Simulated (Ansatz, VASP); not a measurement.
# BN in VASP and in Ansatz

```
B N
1.0
     2.59483    0.00000    0.00000
    -1.29741    2.24719    0.00000
     0.00000    0.00000    4.29197
B N
2 2
Direct
  0.33333 0.66667 0.99995
  0.66667 0.33333 0.49995
  0.33333 0.66667 0.37505
  0.66667 0.33333 0.87505
```

Change from the starting cell: hydrostatic strain +2.0%.

Alike in both runs: task single point; functional HSE06; k mesh 9 × 9 × 4; no spin polarisation.

```csv
,VASP,Ansatz
version,VASP 6.6.1,Ansatz 0.2.0
potentials or method,"VASP PAW PBE potentials, release 64 (B, N)","plane waves, PAW"
plane-wave cutoff (eV),520,420
occupations,"gaussian, width 0.01 eV",fixed
valence electrons in the cell,16,16
```

|  | VASP | Ansatz | Ansatz less VASP |
| --- | --- | --- | --- |
| gap on the k mesh at the Fermi level (eV) | 6.62 | 6.64 | +0.017 |
| pressure (GPa) | -24.8 | -25.1 | -0.30 |
| traceless stress, the component that is largest in VASP (GPa) | -0.47 | -0.44 | +0.033 |
| rms of the force components (eV/Å) | 0.003 | 0.005 | +0.0019 |

Atom by atom the forces differ by 0.002 eV/Å (rms over components). Ansatz's warnings: stress exchange threshold loose, stress scf threshold loose.
